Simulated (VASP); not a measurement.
Here is a VASP 6.6.1 calculation.

The input INCAR:

```
PREC = Accurate ; ENCUT = 600
EDIFF = 1E-6 ; ISMEAR = -1
SIGMA = 0.05 ; LREAL = F
LASPH = T ; NELM = 80
ALGO = Normal ; ISIF = 3
LWAVE = F ; LCHARG = F
GGA = PS ; IBRION = 2
NSW = 100 ; EDIFFG = -0.002
PSTRESS = 70.0
```

Contents of KPOINTS:

```
Automatic mesh
0
Gamma
  14 14 14
```

The input POSCAR:

```
YSe
1.0
    0.0000000000      2.8453251946      2.8453251946
    2.8453251946      0.0000000000      2.8453251946
    2.8453251946      2.8453251946      0.0000000000
Y Se
1 1
Direct
    0.5000000000      0.5000000000      0.5000000000
    0.0000000000      0.0000000000      0.0000000000
```

Potentials or basis: VASP PAW PBE potentials, release 64 (Y_sv, Se).

The run is started by

```sh
$ cat potpaw_PBE.64/Y_sv/POTCAR potpaw_PBE.64/Se/POTCAR > POTCAR
$ mpirun -np 1 vasp_std > vasp.out
```

**Question.** Predict the relaxed cell.

**Answer.** a = 3.933 Å, b = 3.933 Å, c = 3.933 Å, α = 60.00°, β = 60.00°, γ = 60.00°.

**Question.** Predict the space group after relaxing (to 0.05 Å).

**Answer.** Fm-3m (No. 225).

**Question.** What does it give for the relaxed volume?

**Answer.** 21.51 Å³/atom.

The path:
```csv
step,energy change (eV),largest force (eV/Å),pressure (GPa),volume (Å³)
1,0.0000,0.0000,0.06,46.07
2,0.3112,0.0000,17.88,39.73
3,0.0611,0.0000,6.87,43.07
4,0.0637,0.0000,7.03,43.01
5,0.0628,0.0000,6.98,43.03
6,0.0631,0.0000,7.00,43.02
```

Caveat: the cell is relaxed towards a set pressure, so the enthalpy falls and the energy may rise; the PAW data sets were made with another functional, which shifts forces and pressure a little.
